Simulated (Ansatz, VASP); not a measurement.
## Two plane-wave programs on ZrS2

```xyz
3
Lattice="3.6744 0.0000 0.0000 -1.8372 3.1821 0.0000 0.0000 0.0000 5.8571" Properties=species:S:1:pos:R:3 pbc="T T T"
Zr    0.0000    0.0000    0.0000
S     1.8372    1.0607    4.4149
S     0.0000    2.1214    1.4422
```

Alike in both runs: task single point; functional PBEsol; k mesh 6 × 6 × 4; occupations gaussian, width 0.5 eV; no spin polarisation.

```csv
,VASP,Ansatz
version,VASP 6.6.1,Ansatz 0.2.0
potentials or method,"VASP PAW PBE potentials, release 64 (Zr_sv, S)",plane waves
plane-wave cutoff (eV),500,420
valence electrons in the cell,24,24
```

|  | VASP | Ansatz | Ansatz less VASP |
| --- | --- | --- | --- |
| pressure (GPa) | -1.8 | -1.9 | -0.05 |
| traceless stress, the component that is largest in VASP (GPa) | 1.06 | 1.04 | -0.021 |
| rms of the force components (eV/Å) | 0.051 | 0.059 | +0.0082 |

VASP's potentials were made for PBE, not for PBEsol. Atom by atom the forces differ by 0.008 eV/Å (rms over components).
